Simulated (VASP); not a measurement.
# WS2 (P1) in VASP: further runs

Runs on WS2. Level: PBE+D3(BJ). Tasks: single point.

Program: VASP 6.6.1. These are calculated values, not measurements. Logs are shortened: lines on timing, memory, paths and dates and some standing lists are left out, and cuts for length are marked.

**1. The cell of the first run**

The typed cell holds 18 atoms: a = 6.399 Å, b = 6.512 Å, c = 8.465 Å, α = 79.30°, β = 79.11°, γ = 75.78°.

**2. Single point, PBE+D3(BJ) (dynamics (nvt langevin) at 1200 K, volume x 1.04, from the last frame before)**

Contents of INCAR:

```
PREC     = Accurate       # precision mode
ENCUT    = 520            # plane-wave cutoff, eV
EDIFF    = 1E-6           # SCF threshold, eV
ISMEAR   = -1             # smearing method
SIGMA    = 0.1034         # smearing width, eV
LREAL    = Auto         
LASPH    = True           # aspherical terms in the spheres
NELM     = 100            # most SCF steps
ALGO     = Normal         # electronic algorithm
ISIF     = 2              # what is computed and relaxed
LWAVE    = False          # write WAVECAR
LCHARG   = True           # write CHGCAR
GGA      = PE             # functional
IVDW     = 12             # dispersion correction
LELF     = True           # ELF
LVHAR    = True         
NBANDS   = 93             # bands
```

Contents of KPOINTS:

```
Automatic mesh
0
Gamma
  2 2 2
  0.5 0.5 0.5
```

Contents of POSCAR:

```
WS2
1.0
   -6.3991163519      0.0000000000      0.0000000000
   -1.5997790880      0.9236328871      6.2444357483
   -1.5997790880      8.3126959837      0.0000000000
W S
6 12
Direct
    0.4991166960      0.0043278530     -0.0053991325
    0.6670063954     -0.0024732419      0.3307732381
    0.8347916069     -0.0064406140      0.6688104285
    0.0077599462     -0.0214346028     -0.0020122588
    0.1569530257     -0.0009643786      0.3440119472
    0.3453454435      0.0030771395      0.6664486303
    1.0291005895      0.2171592526      0.7515786196
    0.1533261488      0.2421379707      0.0953537106
    0.3232324503      0.2548981308      0.4061162239
    0.4874417436      0.2477642596      0.7412745268
    0.6739138612      0.2401891957      0.0912001788
    0.8676540448      0.2586814990      0.4254659700
    0.1177015450      0.7444142573      0.8090990605
    0.2759813724      0.7568373173      0.1633754159
    0.4446484824      0.7535385405      0.4785807192
    0.5567019711      0.7251473444      0.8257419829
    0.8016151766      0.7321841691      0.1374922918
    0.9433597607      0.7310526017      0.4792708386
```

Potentials or basis: VASP PAW PBE potentials, release 64 (W_sv, S).

The run is started by

```bash
$ cat potpaw_PBE.64/W_sv/POTCAR potpaw_PBE.64/S/POTCAR > POTCAR
$ mpirun -np 1 vasp_std > vasp.out
```

OUTCAR:

```text
PREC = Accurate
   ENCUT = 520
   EDIFF = 1E-6
   ISMEAR = -1
   LREAL = Auto
   LASPH = True
   NELM = 100
   ISIF = 2
   GGA = PE
   IVDW = 12
 IVDW          = 12

 ion  position               nearest neighbor table
   1  0.499  0.004  0.995-  10 2.42  16 2.43  11 2.44   8 2.47  14 2.49  17 2.60   6 3.12   3 3.16
                             4 3.18   2 3.22   4 3.22   5 3.33
   2  0.667  0.998  0.331-  11 2.33  15 2.41   9 2.47  17 2.49  18 2.50  12 2.67   5 3.16   6 3.18
                             1 3.22   4 3.22   3 3.23   5 3.24
   3  0.835  0.994  0.669-   7 2.40  12 2.44  13 2.44  18 2.45  10 2.47  16 2.79   5 3.11   6 3.12
                             1 3.16   4 3.16   2 3.23   6 3.28
   4  0.008  0.979  0.998-  13 2.31  17 2.34   7 2.36  14 2.44   8 2.47  11 2.48   3 3.16   1 3.18
                             6 3.21   2 3.22   1 3.22   5 3.28
   5  0.157  0.999  0.344-  12 2.27  14 2.30   9 2.36   8 2.39  15 2.43  18 2.46   3 3.11   2 3.16
                             6 3.19   2 3.24   4 3.28   1 3.33
   6  0.345  0.003  0.666-   7 2.23  10 2.25  16 2.35  15 2.38  13 2.49   9 2.50   1 3.12   3 3.12
                             2 3.18   5 3.19   4 3.21   3 3.28
   7  0.029  0.217  0.752-   6 2.23   4 2.36   3 2.40
   8  0.153  0.242  0.095-   5 2.39   4 2.47   1 2.47
   9  0.323  0.255  0.406-   5 2.36   2 2.47   6 2.50
  10  0.487  0.248  0.741-   6 2.25   1 2.42   3 2.47
  11  0.674  0.240  0.091-   2 2.33   1 2.44   4 2.48
  12  0.868  0.259  0.425-   5 2.27   3 2.44   2 2.67
  13  0.118  0.744  0.809-   4 2.31   3 2.44   6 2.49
  14  0.276  0.757  0.163-   5 2.30   4 2.44   1 2.49
  15  0.445  0.754  0.479-   6 2.38   2 2.41   5 2.43
  16  0.557  0.725  0.826-   6 2.35   1 2.43   3 2.79
  17  0.802  0.732  0.137-   4 2.34   2 2.49   1 2.60
  18  0.943  0.731  0.479-   3 2.45   5 2.46   2 2.50

  Warning from LATTYP: Got some problem with cell dimensions!
  Tried to take original basis but could not verify dimensions!
  LATTYP: Found a triclinic cell.
 ALAT       =     6.3991163519
 B/A-ratio  =     2.1794494718
 C/A-ratio  =     1.8126150347
 COS(alpha) =     0.0632830826
 COS(beta)  =     0.5516891236
 COS(gamma) =     0.8029550685

  Lattice vectors:

 A1 = (   6.3991163519,   0.0000000000,   0.0000000000)
 A2 = (  11.1984536158,   8.3126959837,   0.0000000000)
 A3 = (   6.3991163519,  -7.3890630966,   6.2444357483)

Analysis of symmetry for initial positions (statically):
=====================================================================
 Subroutine PRICEL returns:
 Original cell was already a primitive cell.

 Routine SETGRP: Setting up the symmetry group for a
 triclinic supercell.

 Subroutine GETGRP returns: Found  1 space group operations
 (whereof  1 operations were pure point group operations)
 out of a pool of  2 trial point group operations.

The static configuration has the point symmetry C_1 .

Analysis of symmetry for dynamics (positions and initial velocities):
=====================================================================
 Subroutine PRICEL returns:
 Original cell was already a primitive cell.

 Routine SETGRP: Setting up the symmetry group for a
 triclinic supercell.

 Subroutine GETGRP returns: Found  1 space group operations
 (whereof  1 operations were pure point group operations)
 out of a pool of  2 trial point group operations.

The dynamic configuration has the point symmetry C_1 .

 Subroutine INISYM returns: Found  1 space group operations
 (whereof  1 operations are pure point group operations),
 and found     1 'primitive' translations

----------------------------------------------------------------------------------------

                                     Primitive cell

  volume of cell :     332.1659

  direct lattice vectors                    reciprocal lattice vectors
    -6.399116352  0.000000000  0.000000000    -0.156271576 -0.030074479 -0.035587238
    -1.599779088  0.923632887  6.244435748     0.000000000  0.000000000  0.160142572
    -1.599779088  8.312695984  0.000000000     0.000000000  0.120297916 -0.017793619

  length of vectors
     6.399116352  6.511940468  8.465235239     0.163069713  0.160142572  0.121606749

  position of ions in fractional coordinates (direct lattice)
     0.499116696  0.004327853  0.994600867
     0.667006395  0.997526758  0.330773238
     0.834791607  0.993559386  0.668810429
     0.007759946  0.978565397  0.997987741
     0.156953026  0.999035621  0.344011947
     0.345345444  0.003077140  0.666448630
[... 10 lines left out ...]
     0.801615177  0.732184169  0.137492292
     0.943359761  0.731052602  0.479270839

  ion indices of the primitive-cell ions
   primitive index   ion index
                 1           1
                 2           2
                 3           3
                 4           4
                 5           5
                 6           6
[... 10 lines left out ...]
                17          17
                18          18

----------------------------------------------------------------------------------------

 KPOINTS: Automatic mesh

Automatic generation of k-mesh.
 Grid dimensions read from file:
 generate k-points for:    2    2    2

 Generating k-lattice:

  Cartesian coordinates                     Fractional coordinates (reciprocal lattice)
    -0.078135788 -0.015037239 -0.017793619     0.500000000  0.000000000  0.000000000
     0.000000000  0.000000000  0.080071286     0.000000000  0.500000000  0.000000000
     0.000000000  0.060148958 -0.008896810     0.000000000  0.000000000  0.500000000

  Length of vectors
     0.081534857  0.080071286  0.060803374

  Shift w.r.t. Gamma in fractional coordinates (k-lattice)
     0.500000000  0.500000000  0.500000000

 Subroutine IBZKPT returns following result:
 ===========================================

 Found      4 irreducible k-points:

 Following reciprocal coordinates:
            Coordinates               Weight
  0.250000  0.250000  0.250000      2.000000
 -0.250000  0.250000  0.250000      2.000000
  0.250000 -0.250000  0.250000      2.000000
 -0.250000 -0.250000  0.250000      2.000000
   k-points           NKPTS =      4   k-points in BZ     NKDIM =      4   number of bands    NBANDS=     93
   number of dos      NEDOS =    301   number of ions     NIONS =     18
   total plane-waves  NPLWV = 147456
   dimension x,y,z NGX =    48 NGY =   48 NGZ =   64
   dimension x,y,z NGXF=    96 NGYF=   96 NGZF=  128
   ions per type =               6  12
   NGX,Y,Z   is equivalent  to a cutoff of  12.47, 12.25, 12.57 a.u.
   NGXF,Y,Z  is equivalent  to a cutoff of  24.94, 24.51, 25.14 a.u.
 SYSTEM =  unknown system
   PREC   = accura    normal or accurate (medium, high low for compatibility)
   ISTART =      0    job   : 0-new  1-cont  2-samecut
   ICHARG =      2    charge: 1-file 2-atom 10-const
   ISPIN  =      1    spin polarized calculation?
   LNONCOLLINEAR =      F non collinear calculations
   LSORBIT =      F    spin-orbit coupling
   LASPH  =      T    aspherical Exc in radial PAW
   ENCUT  =  520.0 eV  38.22 Ry    6.18 a.u.  11.90 12.11 15.74*2*pi/ulx,y,z
   NELM   =    100;   NELMIN=  2; NELMDL= -5     # of ELM steps
   EDIFF  = 0.1E-05   stopping-criterion for ELM
   LREAL  =      T    real-space projection
   EDIFFG = 0.1E-04   stopping-criterion for IOM
   NSW    =      0    number of steps for IOM
   IBRION =     -1    ionic relax: 0-MD 1-quasi-New 2-CG
   NFREE  =      0    steps in history (QN), initial steepest desc. (CG)
   ISIF   =      2    stress and relaxation
   ISYM   =      2    0-nonsym 1-usesym 2-fastsym
   POTIM  = 0.5000    time-step for ionic-motion
   TEBEG  =    0.0;   TEEND  =   0.0 temperature during run
   PSTRESS=    0.0 pullay stress
   NELECT =     156.0000    total number of electrons
   NUPDOWN=      -1.0000    fix difference up-down
   EMIN   =  10.00;   EMAX   =-10.00  energy-range for DOS
   EFERMI =   0.00;   METHOD = LEGACY
   ISMEAR =    -1;   SIGMA  =   0.10  broadening in eV -4-tet -1-fermi 0-gaus
   EFERMI_NEDOS =   21; number of points for ismear=-14 and -15
   IALGO  =     38    algorithm
   IMIX   =      4    mixing-type and parameters
     AMIX     =   0.40;   BMIX     =  1.00
     AMIX_MAG =   1.60;   BMIX_MAG =  1.00
  volume/ion in A,a.u.               =      18.45       124.53
  Fermi-wavevector in a.u.,A,eV,Ry     =   1.272520  2.404714 22.032016  1.619307
  Thomas-Fermi vector in A             =   2.405394
   LORBIT       =      0    0 simple, 1 ext, 2 COOP (PROOUT), +10 PAW based schemes
   GGA     = PE    functional components
   LHFCALC =     F    Hartree Fock is set to
   AEXX    =    0.0000 exact exchange contribution
   IVDW    =    12    specifies the selected vdW correction
   LEPSILON=     F    determine dielectric tensor
   LRPA    =     F    only Hartree local field effects (RPA)
 non-spin polarized calculation
  energy-cutoff  :      520.00
  volume of cell :      332.17
 maximum number of plane-waves:      8969
   NGX = 23   NGY = 25   NGZ = 31

 number of electron     156.0000000 magnetization

 Free energy of the ion-electron system (eV)
  ---------------------------------------------------
  ext. energy  EPLUGINS =         0.00000000
  ---------------------------------------------------
  free energy    TOTEN  =      -139.01059805 eV

  energy without entropy =     -139.00869028  energy(sigma->0) =     -139.00964417

 E-fermi :   7.2336     XC(G=0): -10.7200

 val. band max:        6.5363862127   @ k =   0.2500  -0.2500   0.2500
 cond. band min:       7.9427069366   @ k =  -0.2500   0.2500   0.2500
 fundamental gap:      1.4063207240
 Fermi energy:         7.2335588456

 k-point     1 :       0.2500    0.2500    0.2500
  band No.  band energies     occupation
      1     -67.7361      2.00000
      2     -67.7195      2.00000
      3     -67.7101      2.00000
      4     -67.6191      2.00000
      5     -67.6047      2.00000
      6     -67.5539      2.00000
[... 82 lines left out ...]
     89       9.3181      0.00000
     90       9.3940      0.00000

 k-point     2 :      -0.2500    0.2500    0.2500
  band No.  band energies     occupation
      1     -67.7361      2.00000
      2     -67.7195      2.00000
      3     -67.7102      2.00000
      4     -67.6191      2.00000
      5     -67.6047      2.00000
      6     -67.5539      2.00000
[... 82 lines left out ...]
     89       9.3684      0.00000
     90       9.4708      0.00000

 k-point     3 :       0.2500   -0.2500    0.2500
  band No.  band energies     occupation
      1     -67.7361      2.00000
      2     -67.7195      2.00000
      3     -67.7101      2.00000
      4     -67.6191      2.00000
      5     -67.6047      2.00000
      6     -67.5539      2.00000
[... 82 lines left out ...]
     89       9.2573      0.00000
     90       9.4548      0.00000

 k-point     4 :      -0.2500   -0.2500    0.2500
  band No.  band energies     occupation
      1     -67.7361      2.00000
      2     -67.7195      2.00000
      3     -67.7102      2.00000
      4     -67.6191      2.00000
      5     -67.6047      2.00000
      6     -67.5539      2.00000
[... 82 lines left out ...]
     89       9.3921      0.00000
     90       9.4846      0.00000
 [bands above 90 left out]

------------------------ aborting loop because EDIFF is reached ----------------------------------------

 Edisp (eV)   -7.37051

 E8    (eV) :    -3.0955

  FORCE on cell =-STRESS in cart. coord.  units (eV):
  Direction    XX          YY          ZZ          XY          YZ          ZX
  --------------------------------------------------------------------------------------
  -------------------------------------------------------------------------------------
  Total      -4.76576    -4.06838     0.67307     0.60706     6.58248     3.33282
  in kB     -22.98730   -19.62351     3.24652     2.92812    31.75011    16.07561
  external pressure =      -13.12 kB  Pullay stress =        0.00 kB

 VOLUME and BASIS-vectors are now :
 -----------------------------------------------------------------------------
  energy-cutoff  :      520.00
  volume of cell :      332.17
      direct lattice vectors                 reciprocal lattice vectors
    -6.399116352  0.000000000  0.000000000    -0.156271576 -0.030074479 -0.035587238
    -1.599779088  0.923632887  6.244435748     0.000000000  0.000000000  0.160142572
    -1.599779088  8.312695984  0.000000000     0.000000000  0.120297916 -0.017793619

 POSITION                                       TOTAL-FORCE (eV/Angst)
 -----------------------------------------------------------------------------------
     -4.79197      8.27181      0.02702         0.065827      1.512800     -1.330339
     -6.39324      3.67097      6.22899        -1.325880      1.050400     -0.534458
     -8.00135      6.47730      6.20422         1.023181      0.198351     -0.898704
     -3.21171      9.19980      6.11059        -0.389364      2.275185      1.727176
     -3.15294      3.78241      6.23841        -1.244950      0.086620     -1.084443
     -3.28100      5.54283      0.01921         1.471593     -1.647228     -2.747745
[... 10 lines left out ...]
     -6.52092      1.81920      4.57208         1.773135      0.291440      0.701329
     -7.97292      4.65926      4.56501         0.146033      0.149685      1.361801
 -----------------------------------------------------------------------------------
    total drift:                                0.004590      0.000682      0.002730

  FREE ENERGIE OF THE ION-ELECTRON SYSTEM (eV)
  ---------------------------------------------------
  free  energy   TOTEN  =      -146.3811116719 eV

  energy  without entropy=     -146.3792039084  energy(sigma->0) =     -146.38015779
```

It took 4.4 min on 1 thread of Intel Xeon Platinum 8259CL at 2.50GHz (Skylake/Cascade Lake), shared host; peak memory 0.39 GiB.

What came out:

```
Free energy                : -146.3811 eV
Pressure                   : -1.3 GPa
Largest force              : 3.698 eV/Å
Band gap on the k mesh     : 1.41 eV, indirect (least direct gap 1.57 eV)
Dispersion energy per atom : -0.409 eV
```

Forces on the atoms (eV/Å):
```
W    0.066  1.513 -1.330
W   -1.326  1.050 -0.534
W    1.023  0.198 -0.899
W   -0.389  2.275  1.727
W   -1.245  0.087 -1.084
W    1.472 -1.647 -2.748
S    2.189  0.849  2.857
S   -0.466 -1.112  0.043
S   -1.461  0.687 -0.205
S   -2.317  1.047  1.023
S    0.092 -1.350  0.337
S    3.203  0.421 -0.084
S    0.428 -1.164 -0.688
S   -0.107 -2.149 -0.963
S    0.030 -0.674 -0.330
S   -3.112 -0.472  0.815
S    1.773  0.291  0.701
S    0.146  0.150  1.362
```

Stress tensor (GPa, compression positive):
```
-2.30  0.29  1.61
 0.29 -1.96  3.18
 1.61  3.18  0.32
```

Levels at points of the mesh, in eV from the valence-band top:
| k point | band 74 | band 75 | band 76 | band 77 | band 78 | band 79 | band 80 | band 81 | band 82 | band 83 |
| --- | --- | --- | --- | --- | --- | --- | --- | --- | --- | --- |
| (0.25, 0.25, 0.25) | -1.02 | -0.85 | -0.76 | -0.28 | -0.15 | 1.59 | 1.72 | 1.89 | 2.07 | 2.16 |

Caveat: spin-orbit coupling is left out, which moves the levels of the heavy elements; forces of over 1 eV/Å act on the atoms, so gaps and moduli don't describe the material at rest. A k mesh can miss the band edges.

**3. Single point, PBE+D3(BJ) (dynamics (nvt langevin) at 1200 K, volume x 1.04, from the last frame before)**

Contents of INCAR:

```
SYSTEM = WS2
PREC = Accurate
ENCUT = 520
EDIFF = 1E-7
ISMEAR = -1
SIGMA = 0.1034
LREAL = Auto
LASPH = .TRUE.
NELM = 100
ALGO = Normal
ISIF = 2
LWAVE = .FALSE.
LCHARG = .FALSE.
GGA = PE
IVDW = 12
NBANDS = 93
```

KPOINTS is that of step 2.

Contents of POSCAR:

```
WS2
1.0
   -6.3991163519      0.0000000000      0.0000000000
   -1.5997790880      0.9236328871      6.2444357483
   -1.5997790880      8.3126959837      0.0000000000
W S
6 12
Direct
    0.4980073990      0.0105434666     -0.0038583502
    0.6792807532     -0.0091303686      0.3295186200
    0.8339704180     -0.0199523232      0.6679713336
    0.0122571717     -0.0277283660      0.0025617238
    0.1619031820     -0.0037178699      0.3496029390
    0.3524984684      0.0075638539      0.6580926076
    1.0098989701      0.2340643829      0.7566367699
    0.1716920428      0.2277084844      0.0869122312
    0.3484569198      0.2319082233      0.4169605078
    0.5077931069      0.2551013517      0.7499410557
    0.7064334258      0.2456606268      0.0701269200
    0.8172487035      0.2815360860      0.4284040965
    0.1155942841      0.7208154878      0.7886958843
    0.2749720352      0.7440486518      0.1692692958
    0.4569760718      0.7620578050      0.4757618175
    0.5796551462      0.7306432773      0.8430566755
    0.7658338279      0.7553175643      0.1394354924
    0.9305011969      0.7255736439      0.4755031735
```

Potentials or basis: VASP PAW PBE potentials, release 64 (W_sv, S).

The run is started by

```bash
$ cat potpaw_PBE.64/W_sv/POTCAR potpaw_PBE.64/S/POTCAR > POTCAR
$ mpirun -np 1 vasp_std > vasp.out
```

Wall time 4.3 min (1 thread of Intel Xeon Platinum 8259CL at 2.50GHz (Skylake/Cascade Lake), shared host); peak memory 0.39 GiB.

It converged, with:

| Property | Result |
| --- | --- |
| Free energy | -146.6040 eV |
| Pressure | -3.1 GPa |
| Largest force | 4.136 eV/Å |
| Band gap on the k mesh | 1.38 eV, indirect (least direct gap 1.53 eV) |
| Dispersion energy per atom | -0.409 eV |

Forces in eV/Å, atoms in the order of the input:
```
W   -0.893  1.461 -1.415
W   -0.775  0.512  2.344
W    0.655  0.435  1.100
W   -0.429 -0.794  0.375
W    0.971 -0.291  0.437
W    1.490  3.159 -2.216
S    0.250 -0.491 -0.573
S    0.715  0.779  1.173
S   -0.022 -0.825  2.201
S   -0.232 -0.252 -0.315
S    1.434  0.777 -0.310
S   -0.412 -0.640 -2.908
S   -0.856  1.022  1.276
S   -0.264 -1.589 -0.218
S    0.783 -0.419 -1.763
S   -1.106 -2.473  0.947
S   -0.191 -0.607 -1.194
S   -1.118  0.238  1.059
```

Stress tensor (GPa, compression positive):
```
-3.59  0.02  3.46
 0.02 -2.77  2.40
 3.46  2.40 -2.89
```

Levels at points of the mesh, in eV from the valence-band top:
```
           k point  band 75  band 76  band 77  band 78  band 79  band 80  band 81  band 82
(0.25, 0.25, 0.25)    -0.89    -0.80    -0.30    -0.15     1.54     1.73     1.85     2.08
```

Caveat: spin-orbit coupling is left out, which moves the levels of the heavy elements; forces of over 1 eV/Å act on the atoms, so gaps and moduli don't describe the material at rest. A k mesh can miss the band edges.

(Part 1 of 2 ends here.)
